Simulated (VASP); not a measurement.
# Ge3Pd (Pm-3m) in VASP: a series of runs

The runs below take Ge3Pd through single point, with r2SCAN, PBEsol, PBE.

Program: VASP 6.6.1. These are calculated values, not measurements. Logs are shortened: lines on timing, memory, paths and dates and some standing lists are left out, and cuts for length are marked.

## Step 1: The cell of the first run

Symmetry: Pm-3m, No. 221, cubic system. Conventional cell: a = 4.223 Å, b = 4.223 Å, c = 4.223 Å, α = 90.00°, β = 90.00°, γ = 90.00°. Pd (site symmetry m-3m) has 12 Ge at 2.99 Å within 3.9 Å. Within 3.9 Å of Ge (site symmetry 4/mmm) lie 4 Pd at 2.99 Å and 8 Ge at 2.99 Å.

## Step 2: Single point, r2SCAN

POSCAR

```
Ge3Pd
1.0
    4.2232597616      0.0000000000      0.0000000000
    0.0000000000      4.2232597616      0.0000000000
    0.0000000000      0.0000000000      4.2232597616
Pd Ge
1 3
Direct
    0.0000000000      0.0000000000      0.0000000000
    0.5000000000      0.5000000000      0.0000000000
    0.5000000000      0.0000000000      0.5000000000
    0.0000000000      0.5000000000      0.5000000000
```

INCAR.step1

```
SYSTEM = Ge3Pd
ALGO     = Normal         ! electronic algorithm
EDIFF    = 1E-4           ! SCF threshold, eV
ENCUT    = 520            ! plane-wave cutoff, eV
GGA      = PE             ! functional
ISMEAR   = -1             ! smearing method
LASPH    = .TRUE.         ! aspherical terms in the spheres
LCHARG   = .FALSE.        ! write CHGCAR
LREAL    = .FALSE.        ! projectors in reciprocal space
LWAVE    = .TRUE.         ! write WAVECAR
NBANDS   = 34             ! bands
NELM     = 80             ! most SCF steps
PREC     = Accurate       ! precision mode
SIGMA    = 0.05           ! smearing width, eV
```

INCAR.step2

```
SYSTEM = Ge3Pd
ALGO     = Normal         ! electronic algorithm
EDIFF    = 1E-6           ! SCF threshold, eV
ENCUT    = 520            ! plane-wave cutoff, eV
ISIF     = 2              ! what is computed and relaxed
ISMEAR   = -1             ! smearing method
ISTART   = 1            
LASPH    = .TRUE.         ! aspherical terms in the spheres
LCHARG   = .TRUE.         ! write CHGCAR
LELF     = .TRUE.         ! ELF
LMIXTAU  = .TRUE.       
LREAL    = .FALSE.        ! projectors in reciprocal space
LVHAR    = .TRUE.       
LWAVE    = .FALSE.        ! write WAVECAR
METAGGA  = R2SCAN         ! meta-GGA
NBANDS   = 34             ! bands
NELM     = 80             ! most SCF steps
PREC     = Accurate       ! precision mode
SIGMA    = 0.05           ! smearing width, eV
```

KPOINTS

```
k-points
0
G
  7 7 7
  0 0 0
```

Potentials or basis: VASP PAW PBE potentials, release 64 (Pd, Ge_d).

Launch:

```
$ cat potpaw_PBE.64/Pd/POTCAR potpaw_PBE.64/Ge_d/POTCAR > POTCAR
$ cp INCAR.step1 INCAR
$ mpirun -np 1 vasp_std > vasp.out
$ cp INCAR.step2 INCAR
$ mpirun -np 1 vasp_std > vasp.out
```

OUTCAR:

```text
SYSTEM = Ge3Pd
   EDIFF = 1E-6
   ENCUT = 520
   ISIF = 2
   ISMEAR = -1
   ISTART = 1
   LASPH = .TRUE.
   LREAL = .FALSE.
   METAGGA = R2SCAN
   NELM = 80
   PREC = Accurate

 ion  position               nearest neighbor table
   1  0.000  0.000  0.000-   2 2.99   3 2.99   4 2.99   3 2.99   4 2.99   2 2.99   4 2.99   4 2.99
                             2 2.99   3 2.99   3 2.99   2 2.99
   2  0.500  0.500  0.000-   1 2.99   1 2.99   1 2.99   1 2.99
   3  0.500  0.000  0.500-   1 2.99   1 2.99   1 2.99   1 2.99
   4  0.000  0.500  0.500-   1 2.99   1 2.99   1 2.99   1 2.99

  LATTYP: Found a simple cubic cell.
 ALAT       =     4.2232597616

  Lattice vectors:

 A1 = (   4.2232597616,   0.0000000000,   0.0000000000)
 A2 = (   0.0000000000,   4.2232597616,   0.0000000000)
 A3 = (   0.0000000000,   0.0000000000,   4.2232597616)

Analysis of symmetry for initial positions (statically):
=====================================================================
 Subroutine PRICEL returns:
 Original cell was already a primitive cell.

 Routine SETGRP: Setting up the symmetry group for a
 simple cubic supercell.

 Subroutine GETGRP returns: Found 48 space group operations
 (whereof 48 operations were pure point group operations)
 out of a pool of 48 trial point group operations.

The static configuration has the point symmetry O_h .

Analysis of symmetry for dynamics (positions and initial velocities):
=====================================================================
 Subroutine PRICEL returns:
 Original cell was already a primitive cell.

 Routine SETGRP: Setting up the symmetry group for a
 simple cubic supercell.

 Subroutine GETGRP returns: Found 48 space group operations
 (whereof 48 operations were pure point group operations)
 out of a pool of 48 trial point group operations.

The dynamic configuration has the point symmetry O_h .

 Subroutine INISYM returns: Found 48 space group operations
 (whereof 48 operations are pure point group operations),
 and found     1 'primitive' translations

----------------------------------------------------------------------------------------

                                     Primitive cell

  volume of cell :      75.3257

  direct lattice vectors                    reciprocal lattice vectors
     4.223259762  0.000000000  0.000000000     0.236783920  0.000000000  0.000000000
     0.000000000  4.223259762  0.000000000     0.000000000  0.236783920  0.000000000
     0.000000000  0.000000000  4.223259762     0.000000000  0.000000000  0.236783920

[... 82 lines left out ...]
   EDIFF  = 0.1E-05   stopping-criterion for ELM
   LREAL  =      F    real-space projection
   EDIFFG = 0.1E-04   stopping-criterion for IOM
   NSW    =      0    number of steps for IOM
   IBRION =     -1    ionic relax: 0-MD 1-quasi-New 2-CG
   NFREE  =      0    steps in history (QN), initial steepest desc. (CG)
   ISIF   =      2    stress and relaxation
   ISYM   =      2    0-nonsym 1-usesym 2-fastsym
   POTIM  = 0.5000    time-step for ionic-motion
   TEBEG  =    0.0;   TEEND  =   0.0 temperature during run
   PSTRESS=    0.0 pullay stress
   NELECT =      52.0000    total number of electrons
   NUPDOWN=      -1.0000    fix difference up-down
   EMIN   =  10.00;   EMAX   =-10.00  energy-range for DOS
   EFERMI =   0.00;   METHOD = LEGACY
   ISMEAR =    -1;   SIGMA  =   0.05  broadening in eV -4-tet -1-fermi 0-gaus
   EFERMI_NEDOS =   21; number of points for ismear=-14 and -15
   IALGO  =     38    algorithm
   IMIX   =      4    mixing-type and parameters
     AMIX     =   0.40;   BMIX     =  1.00
     AMIX_MAG =   1.60;   BMIX_MAG =  1.00
  volume/ion in A,a.u.               =      18.83       127.08
  Fermi-wavevector in a.u.,A,eV,Ry     =   1.446865  2.734179 28.482704  2.093420
  Thomas-Fermi vector in A             =   2.564885
   LORBIT       =      0    0 simple, 1 ext, 2 COOP (PROOUT), +10 PAW based schemes
   METAGGA = R2SCAN    functional components
   LHFCALC =     F    Hartree Fock is set to
   AEXX    =    0.0000 exact exchange contribution
   IVDW    =     0    specifies the selected vdW correction
   LEPSILON=     F    determine dielectric tensor
   LRPA    =     F    only Hartree local field effects (RPA)
 non-spin polarized calculation
  energy-cutoff  :      520.00
  volume of cell :       75.33
 maximum number of plane-waves:      2043
 NGX is ok and might be reduce to    32
   NGX = 15   NGY = 15   NGZ = 15

 number of electron      52.0000034 magnetization

 Free energy of the ion-electron system (eV)
  ---------------------------------------------------
  ext. energy  EPLUGINS =         0.00000000
  ---------------------------------------------------
  free energy    TOTEN  =       -63.43107662 eV

  energy without entropy =      -63.41264396  energy(sigma->0) =      -63.42186029

 E-fermi :   6.7286     XC(G=0): -12.4614

 val. band max:        6.7176839102   @ k =   0.4286   0.4286   0.1429
 cond. band min:       6.7878316964   @ k =   0.4286   0.4286   0.0000
 fundamental gap:      0.0701477862
 Fermi energy:         6.7285836351

 k-point     1 :       0.0000    0.0000    0.0000
  band No.  band energies     occupation
      1     -18.7545      2.00000
      2     -18.7545      2.00000
      3     -18.7545      2.00000
      4     -18.7430      2.00000
      5     -18.6958      2.00000
      6     -18.6958      2.00000
[... 729 lines left out ...]
     33      14.1588      0.00000
     34      18.8615      0.00000

------------------------ aborting loop because EDIFF is reached ----------------------------------------

  FORCE on cell =-STRESS in cart. coord.  units (eV):
  Direction    XX          YY          ZZ          XY          YZ          ZX
  --------------------------------------------------------------------------------------
  -------------------------------------------------------------------------------------
  Total       -3.2823761     -3.2823761     -3.2823761      0.0000000     -0.0000000      0.0000000
  in kB      -69.8160922    -69.8160922    -69.8160922      0.0000000     -0.0000000      0.0000000
  external PRESSURE =     -69.8160922 kB  Pullay stress =       0.0000000 kB

 VOLUME and BASIS-vectors are now :
 -----------------------------------------------------------------------------
  energy-cutoff  :      520.00
  volume of cell :       75.33
      direct lattice vectors                 reciprocal lattice vectors
     4.223259762  0.000000000  0.000000000     0.236783920  0.000000000  0.000000000
     0.000000000  4.223259762  0.000000000     0.000000000  0.236783920  0.000000000
     0.000000000  0.000000000  4.223259762     0.000000000  0.000000000  0.236783920

 POSITION                                       TOTAL-FORCE (eV/Angst)
 -----------------------------------------------------------------------------------
      0.00000      0.00000      0.00000         0.000000      0.000000      0.000000
      2.11163      2.11163      0.00000         0.000000      0.000000      0.000000
      2.11163      0.00000      2.11163         0.000000      0.000000      0.000000
      0.00000      2.11163      2.11163         0.000000      0.000000      0.000000
 -----------------------------------------------------------------------------------
    total drift:                                0.000000     -0.000000     -0.000000

  FREE ENERGIE OF THE ION-ELECTRON SYSTEM (eV)
  ---------------------------------------------------
  free  energy   TOTEN  =       -63.4310766227 eV

  energy  without entropy=      -63.4126439635  energy(sigma->0) =      -63.42186029
```

It took 3.9 min on 1 thread of AMD EPYC 7R43 (Zen 3), shared host; peak memory 0.16 GiB.

What came out:

- Free energy: -63.4311 eV
- Pressure: -7.0 GPa
- Band gap on the k mesh: zero (band 26 reaches 6.82 eV, above the bottom of band 27 at 5.33 eV)

Caveat: the PAW data sets were made with another functional, which shifts forces and pressure a little.

## Step 3: Single point, PBEsol

This run uses another cell than the first one, of 17.77 Å³/atom, 0.943 times its volume.

INCAR

```
PREC = Accurate
ENCUT = 520
EDIFF = 1E-7
ISMEAR = -1
SIGMA = 0.03
LREAL = F
LASPH = T
NELM = 80
ALGO = Normal
ISIF = 2
LWAVE = F
LCHARG = F
GGA = PS
NBANDS = 34
```

KPOINTS

```
regular mesh
0
Gamma
  4 4 4
```

POSCAR

```
Ge3Pd
1.0
    4.1420230000      0.0000000000      0.0000000000
    0.0000000000      4.1420230000      0.0000000000
    0.0000000000      0.0000000000      4.1420230000
Pd Ge
1 3
Direct
    0.0000000000      0.0000000000      0.0000000000
    0.5000000000      0.5000000000      0.0000000000
    0.5000000000      0.0000000000      0.5000000000
    0.0000000000      0.5000000000      0.5000000000
```

Potentials or basis: VASP PAW PBE potentials, release 64 (Pd, Ge_d).

Launch:

```
$ cat potpaw_PBE.64/Pd/POTCAR potpaw_PBE.64/Ge_d/POTCAR > POTCAR
$ mpirun -np 1 vasp_std > vasp.out
```

Wall time 9.8 s (1 thread of Intel Xeon 6975P-C (Granite Rapids), shared host); peak memory 0.18 GiB.

The run converged. Its results:

```
Free energy            : -20.4569 eV
Pressure               : -4.8 GPa
Band gap on the k mesh : zero (band 26 reaches 7.55 eV, above the bottom of band 27 at 5.80 eV)
```

Levels at points of the mesh, in eV from the Fermi level:
| k point | band 23 | band 24 | band 25 | band 26 | band 27 | band 28 | band 29 | band 30 |
| --- | --- | --- | --- | --- | --- | --- | --- | --- |
| (0.00, 0.00, 0.00) | -2.73 | -2.73 | -1.64 | -1.64 | 0.77 | 2.93 | 2.93 | 2.93 |
| (0.50, 0.00, 0.00) | -2.47 | -0.36 | -0.36 | -0.07 | -0.07 | 0.27 | 0.79 | 2.64 |
| (0.50, 0.50, 0.00) | -2.18 | -2.13 | -0.19 | 0.07 | 0.90 | 0.90 | 2.39 | 2.39 |
| (0.50, 0.50, 0.50) | -2.37 | -2.37 | -1.65 | -1.65 | -1.65 | -0.42 | 7.42 | 7.42 |

Caveat: the k points lie up to 0.38 Å⁻¹ apart; the PAW data sets were made with another functional, which shifts forces and pressure a little.

## Step 4: Single point, PBE

This run uses another cell than the first one, of 17.77 Å³/atom, 0.943 times its volume.

INCAR

```
SYSTEM = Ge3Pd
  PREC = Accurate
  ENCUT = 520
  EDIFF = 1E-6
  ISMEAR = -1
  SIGMA = 0.05
  LREAL = .False.
  LASPH = .True.
  NELM = 60
  ALGO = Normal
  ISIF = 2
  LWAVE = .False.
  LCHARG = .True.
  GGA = PE
  LELF = .True.
  LVHAR = .True.
  NBANDS = 34
```

KPOINTS

```
regular mesh
0
Gamma
  7 7 7
  0 0 0
```

POSCAR is that of step 3.

Launch:

```
$ cat potpaw_PBE.64/Pd/POTCAR potpaw_PBE.64/Ge_d/POTCAR > POTCAR
$ mpirun -np 1 vasp_std > vasp.out
```

Run time: 33 s. Hardware: 1 thread of Intel Xeon Platinum 8259CL at 2.50GHz (Skylake/Cascade Lake), shared host; peak memory 0.2 GiB.

The run converged. Its results:

- Free energy: -18.4795 eV
- Pressure: -0.1 GPa
- Band gap on the k mesh: zero (band 26 reaches 7.67 eV, above the bottom of band 27 at 6.13 eV)

Levels at points of the mesh, in eV from the Fermi level:
```
           k point  band 23  band 24  band 25  band 26  band 27  band 28  band 29  band 30
(0.00, 0.00, 0.00)    -2.65    -2.65    -1.57    -1.57     0.86     2.98     2.98     2.98
```

## Step 5: Single point, PBEsol

This run uses another cell than the first one, of 16.15 Å³/atom, 0.857 times its volume.

INCAR

```
SYSTEM = Ge3Pd
ALGO = Normal ; EDIFF = 1E-7
ENCUT = 520 ; GGA = PS
ISIF = 2 ; ISMEAR = -1
LASPH = .True. ; LCHARG = .True.
LELF = .True. ; LREAL = .False.
LVHAR = .True. ; LWAVE = .False.
NBANDS = 34 ; NELM = 100
PREC = Accurate ; SIGMA = 0.05
```

KPOINTS

```
k-points
0
Gamma
  7 7 7
  0 0 0
```

POSCAR

```
Ge3Pd
1.0
    4.0121606123      0.0000000000      0.0000000000
    0.0000000000      4.0121606123      0.0000000000
    0.0000000000      0.0000000000      4.0121606123
Pd Ge
1 3
Direct
    0.0000000000      0.0000000000      0.0000000000
    0.5000000000      0.5000000000      0.0000000000
    0.5000000000      0.0000000000      0.5000000000
    0.0000000000      0.5000000000      0.5000000000
```

Launch:

```
$ cat potpaw_PBE.64/Pd/POTCAR potpaw_PBE.64/Ge_d/POTCAR > POTCAR
$ mpirun -np 1 vasp_std > vasp.out
```

It took 70 s on 1 thread of Intel Xeon 8259CL, shared host; peak memory 0.18 GiB.

The run converged. Its results:

```
Free energy            : -20.5839 eV
Pressure               : 5.0 GPa
Band gap on the k mesh : zero (band 26 reaches 8.97 eV, above the bottom of band 27 at 7.14 eV)
```

Levels at points of the mesh, in eV from the Fermi level:
```csv
k point,band 22,band 23,band 24,band 25,band 26,band 27,band 28,band 29,band 30,band 31
"(0.00, 0.00, 0.00)",-3.07,-3.07,-3.07,-1.49,-1.49,0.67,3.09,3.09,3.09,5.97
```

Caveat: the PAW data sets were made with another functional, which shifts forces and pressure a little.

(Part 1 of 2 ends here.)
